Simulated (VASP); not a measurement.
A run of VASP 6.6.1 is set up as follows.

Contents of INCAR:

```
PREC = Accurate
ENCUT = 520
EDIFF = 1E-6
ISMEAR = -1
SIGMA = 0.1
LREAL = False
LASPH = True
NELM = 150
ALGO = Normal
ISIF = 2
LWAVE = False
LCHARG = False
ISPIN = 2
MAGMOM = 1 1 1 1 1
LORBIT = 11
LMAXMIX = 4
LDIPOL = True
IDIPOL = 3
DIPOL = 0.5 0.5 0.500
GGA = CA
NBANDS = 37
```

Contents of KPOINTS:

```
regular mesh
0
Gamma
  15 15 1
```

POSCAR

```
Ni
1.0
    2.4218354203      0.0000000000      0.0000000000
   -1.2109177101      2.0973709978      0.0000000000
    0.0000000000      0.0000000000     23.9097000000
Ni
5
Direct
    0.3333333333      0.1666666667      0.3356577037
    0.6666666667      0.8333333333      0.4173028206
    1.0000000000      0.5000000000      0.4999999808
    0.3333333333      0.1666666667      0.5826971737
    0.6666666667      0.8333333333      0.6643423208
```

Potentials or basis: VASP PAW LDA potentials, release 64 (Ni).

Launch:

```console
$ cat potpaw_LDA.64/Ni/POTCAR > POTCAR
$ mpirun -np 1 vasp_std > vasp.out
```

(1) Predict the net moment.

(2) Predict the site moments.

Answers

(1) 2.99 μB per cell.

(2) Ni +0.60, +0.61, +0.57 (each value once) μB.
